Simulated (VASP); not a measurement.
The system is Bi2Se3.

```
Bi Se
1.0
     2.11213    1.21944    9.73254
    -2.11213    1.21944    9.73254
     0.00000   -2.43888    9.73254
Bi Se
2 3
Cartesian
  0.0000 0.0000 17.4952
  0.0000 0.0000 11.7024
  0.0000 0.0000 23.0165
  0.0000 0.0000 6.1811
  0.0000 0.0000 0.0000
```

Base run:

| Quantity | Value |
| --- | --- |
| Program | VASP 6.6.1 |
| Functional | RPBE |
| Potentials or basis | VASP PAW PBE potentials, release 64 (Bi_d, Se) |
| Cutoff | 520 eV |
| k mesh | 8 × 8 × 8 |
| Occupations | fermi-dirac, width 0.05 eV |
| Spin | no spin polarisation |

Its results: band gap on the k mesh 0.33 eV; pressure 0.6 GPa; largest force 0.261 eV/Å.

Task: The run is repeated on the same cell with these changes: functional from RPBE to LDA; potentials or basis from VASP PAW PBE potentials, release 64 (Bi_d, Se) to VASP PAW LDA potentials, release 64 (Bi_d, Se). What comes out?

Result: Band gap on the k mesh 0.13 eV; pressure -4.7 GPa; largest force 0.392 eV/Å.

Caveats: spin-orbit coupling is left out, which moves the levels of the heavy elements; the PAW data sets were made with another functional, which shifts forces and pressure a little (at least some runs); the cell stands under tension (at least some runs).

A k mesh can miss the band edges.
